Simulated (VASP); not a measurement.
Input of a VASP 6.6.1 run:

File INCAR:

```
SYSTEM = Pd
  ALGO = Normal
  EDIFF = 1E-7
  ENCUT = 520
  GGA = PS
  ISIF = 2
  ISMEAR = 0
  LASPH = .True.
  LCHARG = .True.
  LELF = .True.
  LREAL = .False.
  LVHAR = .True.
  LWAVE = .False.
  NBANDS = 11
  NELM = 100
  PREC = Accurate
  SIGMA = 0.15
```

Contents of KPOINTS:

```
k-points
0
Gamma
  24 24 24
  0 0 0
```

POSCAR

```
Pd
1.0
   -1.5722810000      1.5722810000      1.5722810000
    1.5722810000     -1.5722810000      1.5722810000
    1.5722810000      1.5722810000     -1.5722810000
Pd
1
Direct
    0.0000000000      0.0000000000      0.0000000000
```

Potentials or basis: VASP PAW PBE potentials, release 64 (Pd).

Launch:

```console
$ cat potpaw_PBE.64/Pd/POTCAR > POTCAR
$ mpirun -np 1 vasp_std > vasp.out
```

**Question.** Predict the band gap on the k mesh.

**Answer.** Zero (band 5 reaches 9.31 eV, above the bottom of band 6 at 7.78 eV).

**Question.** What does it give for the pressure?

**Answer.** -10.1 GPa.

Caveat: the PAW data sets were made with another functional, which shifts forces and pressure a little.
